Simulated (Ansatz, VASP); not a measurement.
Ge: VASP beside Ansatz

```xyz
2
Lattice="-2.5745 2.5745 1.3765 2.5745 -2.5745 1.3765 2.5745 2.5745 -1.3765" Properties=species:S:1:pos:R:3 pbc="T T T"
Ge    2.5745    0.0000    0.6882
Ge    0.0000    0.0000    1.3765
```

Change from the starting cell: strain +0.000 along x and y, -0.015 along z, atoms carried along.

Alike in both runs: task single point; functional PBEsol; k mesh 20 × 20 × 20; occupations gaussian, width 0.15 eV; no spin polarisation.

|  | VASP | Ansatz |
| --- | --- | --- |
| version | VASP 6.6.1 | Ansatz 0.2.0 |
| potentials or method | VASP PAW PBE potentials, release 64 (Ge_d), cutoff 520 eV | scalar-relativistic, plane waves, PAW |
| valence electrons in the cell | 28 | 28 |

|  | VASP | Ansatz | Ansatz less VASP |
| --- | --- | --- | --- |
| gap on the k mesh at the Fermi level (eV) | none | none | - |
| pressure (GPa) | 0.5 | 0.5 | +0.05 |
| traceless stress, the component that is largest in VASP (GPa) | 1.32 | 1.29 | -0.025 |

VASP's potentials were made for PBE, not for PBEsol. A gap of «none» marks a metal or a gap that the smearing closes.
